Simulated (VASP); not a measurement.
# HfC in VASP: a series of runs

HfC is run at these levels: PBE+U, PBEsol; tasks: single point.

Everything below comes from runs of VASP 6.6.1. Logs are shortened: lines on timing, memory, paths and dates and some standing lists are left out, and cuts for length are marked.

## Step 1: The cell of the first run

The typed cell holds 2 atoms: a = 3.288 Å, b = 3.288 Å, c = 3.288 Å, α = 60.00°, β = 60.00°, γ = 60.00°.

## Step 2: Single point, PBE+U

Input file INCAR:

```
SYSTEM = HfC
PREC = Accurate ; ENCUT = 520
EDIFF = 1E-6 ; ISMEAR = 1
SIGMA = 0.1 ; LREAL = .FALSE.
LASPH = .TRUE. ; NELM = 150
ALGO = Normal ; ISIF = 2
LWAVE = .FALSE. ; LCHARG = .FALSE.
LMAXMIX = 4 ; LDAU = .TRUE.
LDAUTYPE = 2 ; LDAUL = 2 -1
LDAUU = 3.5 0 ; LDAUJ = 0 0
LDAUPRINT = 1 ; GGA = PE
NBANDS = 14
```

Input file KPOINTS:

```
regular mesh
0
G
  7 7 7
  0 0 0
```

Input file POSCAR:

```
HfC
1.0
    0.0000000000      2.3250000000      2.3250000000
    2.3250000000      0.0000000000      2.3250000000
    2.3250000000      2.3250000000      0.0000000000
Hf C
1 1
Direct
    0.4887240000      0.5083250000      0.4884190000
   -0.0098520000      0.0191000000     -0.0063350000
```

Potentials or basis: VASP PAW PBE potentials, release 64 (Hf_pv, C).

On the command line:

```
> cat potpaw_PBE.64/Hf_pv/POTCAR potpaw_PBE.64/C/POTCAR > POTCAR
> mpirun -np 1 vasp_std > vasp.out
```

OUTCAR:

```text
SYSTEM = HfC
   PREC = Accurate
   ENCUT = 520
   EDIFF = 1E-6
   ISMEAR = 1
   LREAL = .FALSE.
   LASPH = .TRUE.
   NELM = 150
   ISIF = 2
   GGA = PE

 ion  position               nearest neighbor table
   1  0.489  0.508  0.488-   2 2.29   2 2.30   2 2.31   2 2.34   2 2.35   2 2.36
   2  0.990  0.019  0.994-   1 2.29   1 2.30   1 2.31   1 2.34   1 2.35   1 2.36

  LATTYP: Found a face centered cubic cell.
 ALAT       =     4.6500000000

  Lattice vectors:

 A1 = (   0.0000000000,   2.3250000000,   2.3250000000)
 A2 = (   2.3250000000,   0.0000000000,   2.3250000000)
 A3 = (   2.3250000000,   2.3250000000,   0.0000000000)

Analysis of symmetry for initial positions (statically):
=====================================================================
 Subroutine PRICEL returns:
 Original cell was already a primitive cell.

 Routine SETGRP: Setting up the symmetry group for a
 face centered cubic supercell.

 Subroutine GETGRP returns: Found  1 space group operations
 (whereof  1 operations were pure point group operations)
 out of a pool of 48 trial point group operations.

The static configuration has the point symmetry C_1 .

Analysis of symmetry for dynamics (positions and initial velocities):
=====================================================================
 Subroutine PRICEL returns:
 Original cell was already a primitive cell.

 Routine SETGRP: Setting up the symmetry group for a
 face centered cubic supercell.

 Subroutine GETGRP returns: Found  1 space group operations
 (whereof  1 operations were pure point group operations)
 out of a pool of 48 trial point group operations.

The dynamic configuration has the point symmetry C_1 .

 Subroutine INISYM returns: Found  1 space group operations
 (whereof  1 operations are pure point group operations),
 and found     1 'primitive' translations

----------------------------------------------------------------------------------------

                                     Primitive cell

  volume of cell :      25.1362

  direct lattice vectors                    reciprocal lattice vectors
     0.000000000  2.325000000  2.325000000    -0.215053763  0.215053763  0.215053763
     2.325000000  0.000000000  2.325000000     0.215053763 -0.215053763  0.215053763
     2.325000000  2.325000000  0.000000000     0.215053763  0.215053763 -0.215053763

  length of vectors
     3.288046533  3.288046533  3.288046533     0.372484045  0.372484045  0.372484045

  position of ions in fractional coordinates (direct lattice)
     0.488724000  0.508325000  0.488419000
     0.990148000  0.019100000  0.993665000

  ion indices of the primitive-cell ions
   primitive index   ion index
                 1           1
                 2           2

----------------------------------------------------------------------------------------

 KPOINTS: regular mesh

Automatic generation of k-mesh.
 Grid dimensions read from file:
 generate k-points for:    7    7    7

 Generating k-lattice:

  Cartesian coordinates                     Fractional coordinates (reciprocal lattice)
    -0.030721966  0.030721966  0.030721966     0.142857143  0.000000000  0.000000000
     0.030721966 -0.030721966  0.030721966     0.000000000  0.142857143  0.000000000
     0.030721966  0.030721966 -0.030721966     0.000000000  0.000000000  0.142857143

  Length of vectors
     0.053212006  0.053212006  0.053212006

  Shift w.r.t. Gamma in fractional coordinates (k-lattice)
     0.000000000  0.000000000  0.000000000

 Subroutine IBZKPT returns following result:
 ===========================================

 Found    172 irreducible k-points:

 Following reciprocal coordinates:
            Coordinates               Weight
  0.000000  0.000000  0.000000      1.000000
  0.142857  0.000000  0.000000      2.000000
  0.000000  0.142857  0.000000      2.000000
  0.000000  0.000000  0.142857      2.000000
  0.142857  0.142857  0.142857      2.000000
  0.285714  0.000000  0.000000      2.000000
[... 43 lines left out ...]
   ISIF   =      2    stress and relaxation
   ISYM   =      2    0-nonsym 1-usesym 2-fastsym
   POTIM  = 0.5000    time-step for ionic-motion
   TEBEG  =    0.0;   TEEND  =   0.0 temperature during run
   PSTRESS=    0.0 pullay stress
   NELECT =      14.0000    total number of electrons
   NUPDOWN=      -1.0000    fix difference up-down
   EMIN   =  10.00;   EMAX   =-10.00  energy-range for DOS
   EFERMI =   0.00;   METHOD = LEGACY
   ISMEAR =     1;   SIGMA  =   0.10  broadening in eV -4-tet -1-fermi 0-gaus
   EFERMI_NEDOS =   21; number of points for ismear=-14 and -15
   IALGO  =     38    algorithm
   IMIX   =      4    mixing-type and parameters
     AMIX     =   0.40;   BMIX     =  1.00
     AMIX_MAG =   1.60;   BMIX_MAG =  1.00
  volume/ion in A,a.u.               =      12.57        84.81
  Fermi-wavevector in a.u.,A,eV,Ry     =   1.346949  2.545365 24.684672  1.814272
  Thomas-Fermi vector in A             =   2.474740
   LORBIT       =      0    0 simple, 1 ext, 2 COOP (PROOUT), +10 PAW based schemes
 LDA+U is selected, type is set to LDAUTYPE =  2
   angular momentum for each species LDAUL =     2   -1
   U (eV)           for each species LDAUU =   3.5  0.0
   J (eV)           for each species LDAUJ =   0.0  0.0
   GGA     = PE    functional components
   LHFCALC =     F    Hartree Fock is set to
   AEXX    =    0.0000 exact exchange contribution
   IVDW    =     0    specifies the selected vdW correction
   LEPSILON=     F    determine dielectric tensor
   LRPA    =     F    only Hartree local field effects (RPA)
 non-spin polarized calculation
 Methfessel and Paxton  Order N= 1 SIGMA  =   0.10
  energy-cutoff  :      520.00
  volume of cell :       25.14
 maximum number of plane-waves:       688
   NGX = 13   NGY = 13   NGZ = 13

atom =   1  type =  1  l = 2

 onsite density matrix

spin component  1

  0.1068  0.0001  0.0001  0.0000  0.0000
  0.0001  0.1068 -0.0000  0.0001  0.0001
  0.0001 -0.0000  0.2295 -0.0001 -0.0003
  0.0000  0.0001 -0.0001  0.1067 -0.0002
  0.0000  0.0001 -0.0003 -0.0002  0.2295

spin component  2

  0.1068  0.0001  0.0001  0.0000  0.0000
  0.0001  0.1068 -0.0000  0.0001  0.0001
  0.0001 -0.0000  0.2295 -0.0001 -0.0003
  0.0000  0.0001 -0.0001  0.1067 -0.0002
  0.0000  0.0001 -0.0003 -0.0002  0.2295

 occupancies and eigenvectors

  o =  0.1067  v = -0.1146 -0.3151  0.0009  0.9421  0.0018  0.0000  0.0000  0.0000  0.0000  0.0000      0.0000  0.0000  0.0000  0.0000  0.0000  0.0000  0.0000  0.0000  0.0000  0.0000
  o =  0.1067  v =  0.0000  0.0000  0.0000  0.0000  0.0000 -0.1146 -0.3151  0.0009  0.9421  0.0018      0.0000  0.0000  0.0000  0.0000  0.0000  0.0000  0.0000  0.0000  0.0000  0.0000
  o =  0.1067  v =  0.7101 -0.6892 -0.0012 -0.1441  0.0002  0.0000  0.0000  0.0000  0.0000  0.0000      0.0000  0.0000  0.0000  0.0000  0.0000  0.0000  0.0000  0.0000  0.0000  0.0000
  o =  0.1067  v =  0.0000  0.0000  0.0000  0.0000  0.0000  0.7101 -0.6892 -0.0012 -0.1441  0.0002      0.0000  0.0000  0.0000  0.0000  0.0000  0.0000  0.0000  0.0000  0.0000  0.0000
  o =  0.1069  v =  0.0000  0.0000  0.0000  0.0000  0.0000 -0.6947 -0.6525  0.0002 -0.3027 -0.0000      0.0000  0.0000  0.0000  0.0000  0.0000  0.0000  0.0000  0.0000  0.0000  0.0000
  o =  0.1069  v = -0.6947 -0.6525  0.0002 -0.3027 -0.0000  0.0000  0.0000  0.0000  0.0000  0.0000      0.0000  0.0000  0.0000  0.0000  0.0000  0.0000  0.0000  0.0000  0.0000  0.0000
  o =  0.2291  v =  0.0008  0.0002  0.7081 -0.0019  0.7061  0.0000  0.0000  0.0000  0.0000  0.0000      0.0000  0.0000  0.0000  0.0000  0.0000  0.0000  0.0000  0.0000  0.0000  0.0000
  o =  0.2291  v =  0.0000  0.0000  0.0000  0.0000  0.0000  0.0008  0.0002  0.7081 -0.0019  0.7061      0.0000  0.0000  0.0000  0.0000  0.0000  0.0000  0.0000  0.0000  0.0000  0.0000
  o =  0.2298  v =  0.0000  0.0000  0.0000  0.0000  0.0000 -0.0007  0.0008 -0.7061 -0.0005  0.7081      0.0000  0.0000  0.0000  0.0000  0.0000  0.0000  0.0000  0.0000  0.0000  0.0000
  o =  0.2298  v = -0.0007  0.0008 -0.7061 -0.0005  0.7081  0.0000  0.0000  0.0000  0.0000  0.0000      0.0000  0.0000  0.0000  0.0000  0.0000  0.0000  0.0000  0.0000  0.0000  0.0000

 number of electron      14.0000001 magnetization

 Free energy of the ion-electron system (eV)
  ---------------------------------------------------
  ext. energy  EPLUGINS =         0.00000000
  ---------------------------------------------------
  free energy    TOTEN  =       -18.69848424 eV

  energy without entropy =      -18.69824980  energy(sigma->0) =      -18.69840609

 E-fermi :   6.2274     XC(G=0): -12.2842

 val. band max:        6.1597431938   @ k =   0.2857   0.0000   0.2857
 cond. band min:       6.2477775137   @ k =   0.1429   0.0000   0.1429
 fundamental gap:      0.0880343199
 Fermi energy:         6.2273942149

 k-point     1 :       0.0000    0.0000    0.0000
  band No.  band energies     occupation
      1     -23.9378      2.00000
      2     -23.9372      2.00000
      3     -23.9364      2.00000
      4      -6.1790      2.00000
      5       7.1542     -0.00000
      6       7.1839     -0.00000
      7       7.2077     -0.00000
      8       8.2349      0.00000
      9       8.2875      0.00000
     10       8.3399      0.00000
     11      10.0237      0.00000
     12      10.0488      0.00000
     13      12.9488      0.00000
     14      16.9349      0.00000
[... 377 lines left out ...]
      1     -24.2642      2.00000
      2     -24.0191      2.00000
      3     -24.0086      2.00000
      4      -4.6027      2.00000
      5       2.9062      2.00000
      6       4.7676      2.00000
      7       5.2991      2.00000
      8       7.8444     -0.00000
      9      10.9114      0.00000
     10      11.1784      0.00000
     11      12.5755      0.00000
     12      13.7970      0.00000
     13      16.9346      0.00000
     14      19.2831      0.00000

 [... further k-points ...]

------------------------ aborting loop because EDIFF is reached ----------------------------------------

  FORCE on cell =-STRESS in cart. coord.  units (eV):
  Direction    XX          YY          ZZ          XY          YZ          ZX
  --------------------------------------------------------------------------------------
  -------------------------------------------------------------------------------------
  Total        1.9785609      1.9224722      1.9456701     -0.0029060     -0.0017170     -0.0094723
  in kB      126.1133706    122.5382793    124.0169131     -0.1852263     -0.1094419     -0.6037639
  external PRESSURE =     124.2228543 kB  Pullay stress =       0.0000000 kB

 VOLUME and BASIS-vectors are now :
 -----------------------------------------------------------------------------
  energy-cutoff  :      520.00
  volume of cell :       25.14
      direct lattice vectors                 reciprocal lattice vectors
     0.000000000  2.325000000  2.325000000    -0.215053763  0.215053763  0.215053763
     2.325000000  0.000000000  2.325000000     0.215053763 -0.215053763  0.215053763
     2.325000000  2.325000000  0.000000000     0.215053763  0.215053763 -0.215053763

 POSITION                                       TOTAL-FORCE (eV/Angst)
 -----------------------------------------------------------------------------------
      2.31743      2.27186      2.31814         0.401265      0.170572      0.306757
      2.35468      4.61237      2.34650        -0.401265     -0.170572     -0.306757
 -----------------------------------------------------------------------------------
    total drift:                                0.000087      0.000044      0.000053

  FREE ENERGIE OF THE ION-ELECTRON SYSTEM (eV)
  ---------------------------------------------------
  free  energy   TOTEN  =       -18.6984842386 eV

  energy  without entropy=      -18.6982498004  energy(sigma->0) =      -18.69840609
```

Wall time 42 s (1 thread of AMD EPYC 9R45 (Zen 5), shared host); peak memory 0.15 GiB.

What came out:

* Free energy: -18.6985 eV
* Pressure: 12.4 GPa
* Largest force: 0.533 eV/Å
* Band gap on the k mesh: zero (band 7 reaches 7.21 eV, above the bottom of band 8 at 6.08 eV)

Forces on the atoms (eV/Å):
```
Hf   0.401  0.171  0.307
C   -0.401 -0.171 -0.307
```

Stress tensor (GPa, compression positive):
```
12.61 -0.02 -0.06
-0.02 12.25 -0.01
-0.06 -0.01 12.40
```

Eigenvalues of the final occupation matrices:
```
    site  spin  trace               eigenvalues
site 1 d     1   0.78  0.11 0.11 0.11 0.23 0.23
site 1 d     2   0.78  0.11 0.11 0.11 0.23 0.23
```

Caveat: spin-orbit coupling is left out, which moves the levels of the heavy elements; U without spin polarisation on a metal has little footing; the U is typed as a test and isn't derived for this compound.

## Step 3: Single point, PBEsol

This run uses another cell than the first one, of 11.07 Å³/atom, 0.881 times its volume.

Input file INCAR:

```
SYSTEM = HfC
ALGO     = Normal         ! electronic algorithm
EDIFF    = 1E-6           ! SCF threshold, eV
ENCUT    = 520            ! plane-wave cutoff, eV
GGA      = PS             ! functional
ISIF     = 2              ! what is computed and relaxed
ISMEAR   = -1             ! smearing method
LASPH    = .TRUE.         ! aspherical terms in the spheres
LCHARG   = .FALSE.        ! write CHGCAR
LREAL    = .FALSE.        ! projectors in reciprocal space
LWAVE    = .FALSE.        ! write WAVECAR
NBANDS   = 14             ! bands
NELM     = 60             ! most SCF steps
PREC     = Accurate       ! precision mode
SIGMA    = 0.05           ! smearing width, eV
```

Input file KPOINTS:

```
k-points
0
G
  10 10 10
  0 0 0
```

Input file POSCAR:

```
HfC
1.0
    0.0000000000      2.2286520998      2.2286520998
    2.2286520998      0.0000000000      2.2286520998
    2.2286520998      2.2286520998      0.0000000000
Hf C
1 1
Direct
    0.5000000000      0.5000000000      0.5000000000
    0.0000000000      0.0000000000      0.0000000000
```

Potentials or basis: VASP PAW PBE potentials, release 64 (Hf_pv, C).

On the command line:

```
> cat potpaw_PBE.64/Hf_pv/POTCAR potpaw_PBE.64/C/POTCAR > POTCAR
> mpirun -np 1 vasp_std > vasp.out
```

OUTCAR:

```text
SYSTEM = HfC
   EDIFF = 1E-6
   ENCUT = 520
   GGA = PS
   ISIF = 2
   ISMEAR = -1
   LASPH = .TRUE.
   LREAL = .FALSE.
   NELM = 60
   PREC = Accurate

 ion  position               nearest neighbor table
   1  0.500  0.500  0.500-   2 2.23   2 2.23   2 2.23   2 2.23   2 2.23   2 2.23
   2  0.000  0.000  0.000-   1 2.23   1 2.23   1 2.23   1 2.23   1 2.23   1 2.23

  LATTYP: Found a face centered cubic cell.
 ALAT       =     4.4573041996

  Lattice vectors:

 A1 = (   0.0000000000,   2.2286520998,   2.2286520998)
 A2 = (   2.2286520998,   0.0000000000,   2.2286520998)
[... 585 lines left out ...]
     11      14.2938      0.00000
     12      16.6528      0.00000
     13      20.3475      0.00000
     14      20.9004      0.00000

 [... further k-points ...]
[... 5 lines left out ...]
  --------------------------------------------------------------------------------------
  -------------------------------------------------------------------------------------
  Total        4.1855891      4.1855891      4.1855891      0.0000000      0.0000000      0.0000000
  in kB      302.9077192    302.9077192    302.9077192      0.0000000      0.0000000      0.0000000
  external PRESSURE =     302.9077192 kB  Pullay stress =       0.0000000 kB

 VOLUME and BASIS-vectors are now :
 -----------------------------------------------------------------------------
  energy-cutoff  :      520.00
  volume of cell :       22.14
      direct lattice vectors                 reciprocal lattice vectors
     0.000000000  2.228652100  2.228652100    -0.224350853  0.224350853  0.224350853
     2.228652100  0.000000000  2.228652100     0.224350853 -0.224350853  0.224350853
     2.228652100  2.228652100  0.000000000     0.224350853  0.224350853 -0.224350853

 POSITION                                       TOTAL-FORCE (eV/Angst)
 -----------------------------------------------------------------------------------
      2.22865      2.22865      2.22865         0.000000      0.000000      0.000000
      0.00000      0.00000      0.00000        -0.000000     -0.000000      0.000000
 -----------------------------------------------------------------------------------
    total drift:                                0.000000     -0.000000      0.000000

  FREE ENERGIE OF THE ION-ELECTRON SYSTEM (eV)
  ---------------------------------------------------
  free  energy   TOTEN  =       -21.9948058002 eV

  energy  without entropy=      -21.9924139475  energy(sigma->0) =      -21.99360987
```

OSZICAR:

```text
N       E                     dE             d eps       ncg     rms          rms(c)
DAV:   1     0.221581031479E+02    0.22158E+02   -0.80024E+03  1324   0.101E+03
DAV:   2    -0.233296906695E+02   -0.45488E+02   -0.42242E+02  1716   0.203E+02
DAV:   3    -0.247904773361E+02   -0.14608E+01   -0.14568E+01  1538   0.261E+01
DAV:   4    -0.247958534985E+02   -0.53762E-02   -0.53756E-02  1628   0.194E+00
DAV:   5    -0.247958842180E+02   -0.30719E-04   -0.30719E-04  1516   0.128E-01    0.727E+01
DAV:   6    -0.220177709098E+02    0.27781E+01   -0.97442E+00  1544   0.172E+01    0.501E+01
DAV:   7    -0.220043366904E+02    0.13434E-01   -0.54942E-01  1634   0.481E+00    0.230E+01
DAV:   8    -0.219974397477E+02    0.68969E-02   -0.30627E-02  1574   0.122E+00    0.305E+00
DAV:   9    -0.219952119559E+02    0.22278E-02   -0.12988E-02  1502   0.575E-01    0.154E+00
DAV:  10    -0.219948057306E+02    0.40623E-03   -0.13128E-03  1646   0.255E-01    0.757E-02
DAV:  11    -0.219948065616E+02   -0.83092E-06   -0.57307E-05  1478   0.659E-02    0.304E-02
DAV:  12    -0.219948058002E+02    0.76133E-06   -0.12950E-06  1284   0.944E-03
   1 F= -.21994806E+02 E0= -.21993610E+02  d E =-.239185E-02
```

It took 18 s on 1 thread of AMD EPYC 7R13 (Zen 3), shared host; peak memory 0.12 GiB.

Results:

- Free energy: -21.9948 eV
- Pressure: 30.3 GPa
- Band gap on the k mesh: zero (band 7 reaches 7.92 eV, above the bottom of band 8 at 6.45 eV)

Levels at points of the mesh, in eV from the Fermi level:
| k point | band 4 | band 5 | band 6 | band 7 | band 8 | band 9 | band 10 | band 11 |
| --- | --- | --- | --- | --- | --- | --- | --- | --- |
| (0.00, 0.00, 0.00) | -12.95 | 1.07 | 1.07 | 1.07 | 1.33 | 1.33 | 1.33 | 3.73 |
| (0.50, 0.00, 0.00) | -8.31 | -6.80 | -3.49 | -3.49 | 6.03 | 6.03 | 6.58 | 7.15 |
| (0.50, 0.50, 0.00) | -11.00 | -2.40 | -2.34 | 0.06 | 0.06 | 6.04 | 7.76 | 7.76 |

Caveat: the PAW data sets were made with another functional, which shifts forces and pressure a little; spin-orbit coupling is left out, which moves the levels of the heavy elements.

(Part 1 of 2 ends here.)
